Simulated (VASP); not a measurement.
# La2O3 (P6/mmm) in VASP: notebook

Runs on La2O3. Level: PBE. Tasks: single point.

All numbers are computed with VASP 6.6.1; they aren't measurements. Logs are shortened: lines on timing, memory, paths and dates and some standing lists are left out, and cuts for length are marked.

## Step 1: The cell of the first run

The structure is hexagonal, space group P6/mmm (No. 191). The conventional cell has a = 4.012 Å, b = 4.012 Å, c = 7.066 Å, α = 90.00°, β = 90.00°, γ = 120.00°. La (site symmetry 6mm) has 7 O at 2.16 to 2.69 Å and 1 La at 2.75 Å within 2.9 Å. O (site symmetry -6m2) has 3 O at 2.32 Å and 6 La at 2.69 Å within 3.1 Å. Within 2.9 Å of O (site symmetry 6/mmm) lie 2 La at 2.16 Å.

The cell was built from a structure type or drawn by symmetry, and may not be a known phase.

## Step 2: Single point, PBE

INCAR

```
PREC = Accurate
ENCUT = 520
EDIFF = 1E-6
ISMEAR = 0
SIGMA = 0.1
LREAL = False
LASPH = True
NELM = 60
ALGO = Normal
ISIF = 2
LWAVE = False
LCHARG = False
GGA = PE
NBANDS = 28
```

KPOINTS

```
regular mesh
0
Gamma
  6 6 2
```

POSCAR

```
La2O3
1.0
    4.0117141580     -0.0000000031      0.0000000000
   -2.0058570763      3.4742463751      0.0000000000
    0.0000000000      0.0000000000      7.0663918836
La O
2 3
Direct
    0.0000000000      0.0000000000      0.1947975584
    0.0000000000      0.0000000000      0.8052024416
    0.3333333333      0.6666666667      0.0000000000
    0.6666666667      0.3333333333      0.0000000000
    0.0000000000      0.0000000000      0.5000000000
```

Potentials or basis: VASP PAW PBE potentials, release 64 (La, O).

The run is started by

```
cat potpaw_PBE.64/La/POTCAR potpaw_PBE.64/O/POTCAR > POTCAR
mpirun -np 1 vasp_std > vasp.out
```

OUTCAR:

```text
PREC = Accurate
   ENCUT = 520
   EDIFF = 1E-6
   ISMEAR = 0
   LREAL = False
   LASPH = True
   NELM = 60
   ISIF = 2
   GGA = PE

 ion  position               nearest neighbor table
   1  0.000  0.000  0.195-   5 2.16   4 2.69   3 2.69   3 2.69   4 2.69   4 2.69   3 2.69   2 2.75

   2  0.000  0.000  0.805-   5 2.16   4 2.69   3 2.69   3 2.69   4 2.69   4 2.69   3 2.69   1 2.75

   3  0.333  0.667  0.000-   1 2.69   2 2.69   1 2.69   2 2.69   1 2.69   2 2.69
   4  0.667  0.333  0.000-   1 2.69   2 2.69   1 2.69   2 2.69   1 2.69   2 2.69
   5  0.000  0.000  0.500-   1 2.16   2 2.16

  LATTYP: Found a hexagonal cell.
 ALAT       =     4.0117141580
 C/A-ratio  =     1.7614395257

  Lattice vectors:

 A1 = (   4.0117141580,  -0.0000000031,   0.0000000000)
 A2 = (  -2.0058570763,   3.4742463751,   0.0000000000)
 A3 = (   0.0000000000,   0.0000000000,   7.0663918836)

Analysis of symmetry for initial positions (statically):
=====================================================================
 Subroutine PRICEL returns:
 Original cell was already a primitive cell.

 Routine SETGRP: Setting up the symmetry group for a
 hexagonal supercell.

 Subroutine GETGRP returns: Found 24 space group operations
 (whereof 24 operations were pure point group operations)
 out of a pool of 24 trial point group operations.

The static configuration has the point symmetry D_6h.

Analysis of symmetry for dynamics (positions and initial velocities):
=====================================================================
 Subroutine PRICEL returns:
 Original cell was already a primitive cell.

 Routine SETGRP: Setting up the symmetry group for a
 hexagonal supercell.

 Subroutine GETGRP returns: Found 24 space group operations
 (whereof 24 operations were pure point group operations)
 out of a pool of 24 trial point group operations.

The dynamic configuration has the point symmetry D_6h.

 Subroutine INISYM returns: Found 24 space group operations
 (whereof 24 operations are pure point group operations),
 and found     1 'primitive' translations

----------------------------------------------------------------------------------------

                                     Primitive cell

  volume of cell :      98.4891

  direct lattice vectors                    reciprocal lattice vectors
     4.011714158 -0.000000003  0.000000000     0.249270003  0.143916103  0.000000000
    -2.005857076  3.474246375  0.000000000     0.000000000  0.287832207  0.000000000
     0.000000000  0.000000000  7.066391884     0.000000000  0.000000000  0.141514937

  length of vectors
     4.011714158  4.011714158  7.066391884     0.287832207  0.287832207  0.141514937

  position of ions in fractional coordinates (direct lattice)
     0.000000000  0.000000000  0.194797558
     0.000000000  0.000000000  0.805202442
     0.333333333  0.666666667  0.000000000
     0.666666667  0.333333333  0.000000000
     0.000000000  0.000000000  0.500000000

  ion indices of the primitive-cell ions
   primitive index   ion index
                 1           1
                 2           2
                 3           3
                 4           4
                 5           5

----------------------------------------------------------------------------------------

 KPOINTS: regular mesh

Automatic generation of k-mesh.
 Grid dimensions read from file:
 generate k-points for:    6    6    2

 Generating k-lattice:

  Cartesian coordinates                     Fractional coordinates (reciprocal lattice)
     0.041545001  0.023986017  0.000000000     0.166666667  0.000000000  0.000000000
     0.000000000  0.047972034  0.000000000    -0.000000000  0.166666667  0.000000000
     0.000000000  0.000000000  0.070757468     0.000000000  0.000000000  0.500000000

  Length of vectors
     0.047972034  0.047972034  0.070757468

  Shift w.r.t. Gamma in fractional coordinates (k-lattice)
     0.000000000  0.000000000  0.000000000

 Subroutine IBZKPT returns following result:
 ===========================================

 Found     14 irreducible k-points:

 Following reciprocal coordinates:
            Coordinates               Weight
  0.000000  0.000000  0.000000      1.000000
  0.166667 -0.000000  0.000000      6.000000
  0.333333 -0.000000  0.000000      6.000000
  0.500000 -0.000000  0.000000      3.000000
  0.166667  0.166667  0.000000      6.000000
  0.333333  0.166667  0.000000     12.000000
  0.333333  0.333333  0.000000      2.000000
  0.000000  0.000000  0.500000      1.000000
  0.166667 -0.000000  0.500000      6.000000
  0.333333 -0.000000  0.500000      6.000000
  0.500000 -0.000000  0.500000      3.000000
  0.166667  0.166667  0.500000      6.000000
  0.333333  0.166667  0.500000     12.000000
  0.333333  0.333333  0.500000      2.000000
   k-points           NKPTS =     14   k-points in BZ     NKDIM =     14   number of bands    NBANDS=     28
   number of dos      NEDOS =    301   number of ions     NIONS =      5
   total plane-waves  NPLWV =  48600
   dimension x,y,z NGX =    30 NGY =   30 NGZ =   54
   dimension x,y,z NGXF=    60 NGYF=   60 NGZF=  108
   ions per type =               2   3
   NGX,Y,Z   is equivalent  to a cutoff of  12.43, 12.43, 12.70 a.u.
   NGXF,Y,Z  is equivalent  to a cutoff of  24.86, 24.86, 25.41 a.u.
 SYSTEM =  unknown system
   PREC   = accura    normal or accurate (medium, high low for compatibility)
   ISTART =      0    job   : 0-new  1-cont  2-samecut
   ICHARG =      2    charge: 1-file 2-atom 10-const
   ISPIN  =      1    spin polarized calculation?
   LNONCOLLINEAR =      F non collinear calculations
   LSORBIT =      F    spin-orbit coupling
   LASPH  =      T    aspherical Exc in radial PAW
   ENCUT  =  520.0 eV  38.22 Ry    6.18 a.u.   7.46  7.46 13.14*2*pi/ulx,y,z
   NELM   =     60;   NELMIN=  2; NELMDL= -5     # of ELM steps
   EDIFF  = 0.1E-05   stopping-criterion for ELM
   LREAL  =      F    real-space projection
   EDIFFG = 0.1E-04   stopping-criterion for IOM
   NSW    =      0    number of steps for IOM
   IBRION =     -1    ionic relax: 0-MD 1-quasi-New 2-CG
   NFREE  =      0    steps in history (QN), initial steepest desc. (CG)
   ISIF   =      2    stress and relaxation
   ISYM   =      2    0-nonsym 1-usesym 2-fastsym
   POTIM  = 0.5000    time-step for ionic-motion
   TEBEG  =    0.0;   TEEND  =   0.0 temperature during run
   PSTRESS=    0.0 pullay stress
   NELECT =      40.0000    total number of electrons
   NUPDOWN=      -1.0000    fix difference up-down
   EMIN   =  10.00;   EMAX   =-10.00  energy-range for DOS
   EFERMI =   0.00;   METHOD = LEGACY
   ISMEAR =     0;   SIGMA  =   0.10  broadening in eV -4-tet -1-fermi 0-gaus
   EFERMI_NEDOS =   21; number of points for ismear=-14 and -15
   IALGO  =     38    algorithm
   IMIX   =      4    mixing-type and parameters
     AMIX     =   0.40;   BMIX     =  1.00
     AMIX_MAG =   1.60;   BMIX_MAG =  1.00
  volume/ion in A,a.u.               =      19.70       132.93
  Fermi-wavevector in a.u.,A,eV,Ry     =   1.212361  2.291031 19.998113  1.469820
  Thomas-Fermi vector in A             =   2.347848
   LORBIT       =      0    0 simple, 1 ext, 2 COOP (PROOUT), +10 PAW based schemes
   GGA     = PE    functional components
   LHFCALC =     F    Hartree Fock is set to
   AEXX    =    0.0000 exact exchange contribution
   IVDW    =     0    specifies the selected vdW correction
   LEPSILON=     F    determine dielectric tensor
   LRPA    =     F    only Hartree local field effects (RPA)
 non-spin polarized calculation
 Gauss-broadening in eV      SIGMA  =   0.10
  energy-cutoff  :      520.00
  volume of cell :       98.49
 maximum number of plane-waves:      2673
 NGX is ok and might be reduce to    30
   NGX = 15   NGY = 15   NGZ = 27

 number of electron      40.0000003 magnetization

 Free energy of the ion-electron system (eV)
  ---------------------------------------------------
  ext. energy  EPLUGINS =         0.00000000
  ---------------------------------------------------
  free energy    TOTEN  =       -36.37912441 eV

  energy without entropy =      -36.37662759  energy(sigma->0) =      -36.37787600

 E-fermi :   6.6985     XC(G=0):  -9.3092

 val. band max:        6.6508813607   @ k =   0.3333   0.3333   0.5000
 cond. band min:       7.0246090139   @ k =   0.1667  -0.0000   0.0000
 fundamental gap:      0.3737276532
 Fermi energy:         6.6985432412

 k-point     1 :       0.0000    0.0000    0.0000
  band No.  band energies     occupation
      1     -26.2442      2.00000
      2     -25.5585      2.00000
      3     -13.8619      2.00000
      4     -11.4242      2.00000
      5      -9.5887      2.00000
      6      -9.5887      2.00000
[... 20 lines left out ...]
     27       9.1382      0.00000
     28       9.1401      0.00000

 k-point     2 :       0.1667   -0.0000    0.0000
  band No.  band energies     occupation
      1     -26.2241      2.00000
      2     -25.5437      2.00000
      3     -13.7963      2.00000
      4     -11.6535      2.00000
      5      -9.6394      2.00000
      6      -9.6275      2.00000
[... 20 lines left out ...]
     27       9.0473      0.00000
     28       9.1966      0.00000

 k-point     3 :       0.3333   -0.0000    0.0000
  band No.  band energies     occupation
      1     -26.1832      2.00000
      2     -25.5140      2.00000
      3     -13.6381      2.00000
      4     -12.0585      2.00000
      5     -10.0619      2.00000
      6      -9.7378      2.00000
[... 20 lines left out ...]
     27       9.1906      0.00000
     28       9.2839      0.00000

 k-point     4 :       0.5000   -0.0000    0.0000
  band No.  band energies     occupation
      1     -26.1626      2.00000
      2     -25.4990      2.00000
      3     -13.5353      2.00000
      4     -12.2619      2.00000
      5     -10.2737      2.00000
      6      -9.7857      2.00000
[... 268 lines left out ...]
     27       9.0240      0.00000
     28       9.1184      0.00000

 k-point    13 :       0.3333    0.1667    0.5000
  band No.  band energies     occupation
      1     -26.1360      2.00000
      2     -25.5342      2.00000
      3     -12.6723      2.00000
      4     -12.2160      2.00000
      5     -11.5192      2.00000
      6     -10.7853      2.00000
[... 20 lines left out ...]
     27       9.1729      0.00000
     28       9.2219      0.00000

 k-point    14 :       0.3333    0.3333    0.5000
  band No.  band energies     occupation
      1     -26.1257      2.00000
      2     -25.5267      2.00000
      3     -12.6648      2.00000
      4     -11.6746      2.00000
      5     -11.6746      2.00000
      6     -11.5359      2.00000
[... 20 lines left out ...]
     27       9.0986      0.00000
     28       9.1008      0.00000

------------------------ aborting loop because EDIFF is reached ----------------------------------------

  FORCE on cell =-STRESS in cart. coord.  units (eV):
  Direction    XX          YY          ZZ          XY          YZ          ZX
  --------------------------------------------------------------------------------------
  -------------------------------------------------------------------------------------
  Total        0.0416599      0.0416599     -0.1312289      0.0000000      0.0000000      0.0000000
  in kB        0.6777049      0.6777049     -2.1347730      0.0000000      0.0000000      0.0000000
  external PRESSURE =      -0.2597877 kB  Pullay stress =       0.0000000 kB

 VOLUME and BASIS-vectors are now :
 -----------------------------------------------------------------------------
  energy-cutoff  :      520.00
  volume of cell :       98.49
      direct lattice vectors                 reciprocal lattice vectors
     4.011714158 -0.000000003  0.000000000     0.249270003  0.143916103  0.000000000
    -2.005857076  3.474246375  0.000000000     0.000000000  0.287832207  0.000000000
     0.000000000  0.000000000  7.066391884     0.000000000  0.000000000  0.141514937

 POSITION                                       TOTAL-FORCE (eV/Angst)
 -----------------------------------------------------------------------------------
      0.00000      0.00000      1.37652        -0.000000      0.000000     -0.013720
      0.00000      0.00000      5.68988         0.000000     -0.000000      0.013720
      0.00000      2.31616      0.00000        -0.000000      0.000000     -0.000000
      2.00586      1.15808      0.00000         0.000000     -0.000000     -0.000000
      0.00000      0.00000      3.53320        -0.000000     -0.000000     -0.000000
 -----------------------------------------------------------------------------------
    total drift:                               -0.000000      0.000000      0.000000

  FREE ENERGIE OF THE ION-ELECTRON SYSTEM (eV)
  ---------------------------------------------------
  free  energy   TOTEN  =       -36.3791244126 eV

  energy  without entropy=      -36.3766275901  energy(sigma->0) =      -36.37787600
```

Run time: 68 s. Hardware: 1 thread of Intel Xeon Platinum 8488C (Sapphire Rapids), shared host; peak memory 0.22 GiB.

What came out:

| Item | Value |
| --- | --- |
| Free energy | -36.3791 eV |
| Pressure | 0.0 GPa |
| Largest force | 0.014 eV/Å |
| Band gap on the k mesh | zero (bands 20 and 21 overlap by 0.30 eV) |

Forces on the atoms (eV/Å):
```
La   0.000  0.000 -0.014
La   0.000  0.000  0.014
O    0.000  0.000  0.000
O    0.000  0.000  0.000
O    0.000  0.000  0.000
```

Stress tensor (GPa, compression positive):
```
 0.07  0.00  0.00
 0.00  0.07  0.00
 0.00  0.00 -0.21
```

Levels at points of the mesh, in eV from the Fermi level:
| k point | band 17 | band 18 | band 19 | band 20 | band 21 | band 22 | band 23 | band 24 |
| --- | --- | --- | --- | --- | --- | --- | --- | --- |
| (0.00, 0.00, 0.00) | -3.23 | -2.17 | -1.55 | -1.55 | -0.34 | 1.55 | 2.25 | 2.25 |
| (0.50, 0.00, 0.00) | -3.17 | -2.95 | -1.45 | -0.90 | 0.86 | 1.37 | 1.86 | 1.92 |
| (0.00, 0.00, 0.50) | -3.45 | -2.17 | -1.86 | -1.86 | 0.77 | 1.05 | 1.78 | 2.11 |
| (0.50, 0.00, 0.50) | -3.03 | -2.80 | -1.60 | -0.90 | 1.37 | 1.42 | 1.71 | 1.93 |

Caveat: the k points lie up to 0.44 Å⁻¹ apart; spin-orbit coupling is left out, which moves the levels of the heavy elements.

## Step 3: Single point, PBE

This run uses another cell than the first one, of 20.23 Å³/atom.

INCAR

```
PREC = Accurate
ENCUT = 520
EDIFF = 1E-6
ISMEAR = 0
SIGMA = 0.1
LREAL = F
LASPH = T
NELM = 60
ALGO = Normal
ISIF = 2
LWAVE = F
LCHARG = F
GGA = PE
NBANDS = 28
```

KPOINTS

```
Automatic mesh
0
Gamma
  6 6 2
```

POSCAR

```
La2O3
1.0
    3.7732401700      0.0000000000      0.0000000000
   -1.8866200800      3.2677218400      0.0000000000
    0.0000000000      0.0000000000      8.2029059000
La O
2 3
Direct
    0.0000000000      0.0000000000      0.2281334500
    0.0000000000      0.0000000000      0.7718665500
    0.3333333300      0.6666666700      0.0000000000
    0.6666666700      0.3333333300      0.0000000000
    0.0000000000      0.0000000000      0.5000000000
```

Potentials or basis: VASP PAW PBE potentials, release 64 (La, O).

The run is started by

```
cat potpaw_PBE.64/La/POTCAR potpaw_PBE.64/O/POTCAR > POTCAR
mpirun -np 1 vasp_std > vasp.out
```

Run time: 63 s. Hardware: 1 thread of Intel Xeon Platinum 8488C (Sapphire Rapids), shared host; peak memory 0.23 GiB.

Results (log left out):

| Item | Value |
| --- | --- |
| Free energy | -33.0547 eV |
| Pressure | -6.5 GPa |
| Largest force | 2.088 eV/Å |
| Band gap on the k mesh | zero (bands 20 and 21 overlap by 1.92 eV) |

Forces in eV/Å, atoms in the order of the input:
```
La   0.000  0.000 -2.088
La   0.000  0.000  2.088
O    0.000  0.000  0.000
O    0.000  0.000  0.000
O    0.000  0.000  0.000
```

Stress tensor (GPa, compression positive):
```
  5.90   0.00   0.00
  0.00   5.90   0.00
  0.00   0.00 -31.28
```

Levels at points of the mesh, in eV from the Fermi level:
| k point | band 17 | band 18 | band 19 | band 20 | band 21 | band 22 | band 23 | band 24 |
| --- | --- | --- | --- | --- | --- | --- | --- | --- |
| (0.00, 0.00, 0.00) | -2.66 | -1.84 | -1.48 | -1.06 | -1.06 | 0.58 | 1.44 | 1.44 |
| (0.50, 0.00, 0.00) | -3.25 | -2.76 | -0.80 | -0.64 | 0.27 | 0.77 | 1.72 | 1.73 |
| (0.00, 0.00, 0.50) | -2.61 | -1.84 | -1.14 | -1.14 | -0.83 | -0.33 | 1.45 | 1.58 |
| (0.50, 0.00, 0.50) | -2.83 | -2.63 | -0.88 | -0.37 | 0.27 | 0.47 | 1.73 | 1.73 |

Caveat: the k points lie up to 0.38 Å⁻¹ apart, too coarse for converged energies and pressures of a metal; spin-orbit coupling is left out, which moves the levels of the heavy elements; forces of over 1 eV/Å act on the atoms, so gaps and moduli don't describe the material at rest.
